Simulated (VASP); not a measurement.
Wanted: the native input for a VASP 6.6.1 run.

```
Task                   : single point
Functional             : revPBE
Potentials or basis    : VASP PAW PBE potentials, release 64 (Au)
Cutoff                 : 520 eV
k mesh                 : 11 × 11 × 11
Occupations            : fermi-dirac, width 0.05 eV
Spin                   : no spin polarisation
Dipole correction      : no
Further INCAR settings : ALGO = Normal; EDIFF = 1e-07; NBANDS = 12
```

The structure of Au lies in POSCAR:

```
Au
1.0
   -1.6652747095      1.6652747095      1.6652747095
    1.6652747095     -1.6652747095      1.6652747095
    1.6652747095      1.6652747095     -1.6652747095
Au
1
Direct
    0.0000000000      0.0000000000      0.0000000000
```

One way to write it, as run:

INCAR

```
PREC = Accurate
ENCUT = 520
EDIFF = 1E-7
ISMEAR = -1
SIGMA = 0.05
LREAL = F
LASPH = T
NELM = 80
ALGO = Normal
ISIF = 2
LWAVE = F
LCHARG = F
GGA = RE
NBANDS = 12
```

KPOINTS

```
Automatic mesh
0
Gamma
  11 11 11
```

Potentials or basis: VASP PAW PBE potentials, release 64 (Au).

Run with:

```console
$ cat potpaw_PBE.64/Au/POTCAR > POTCAR
$ mpirun -np 1 vasp_std > vasp.out
```

Results of the run:

- Pressure: -0.2 GPa

Caveat: the PAW data sets were made with another functional, which shifts forces and pressure a little.

Run time: 4.1 s on 1 thread of Intel(R) Xeon(R) 6975P-C (Granite Rapids) (shared host), peak memory 0.14 GiB.
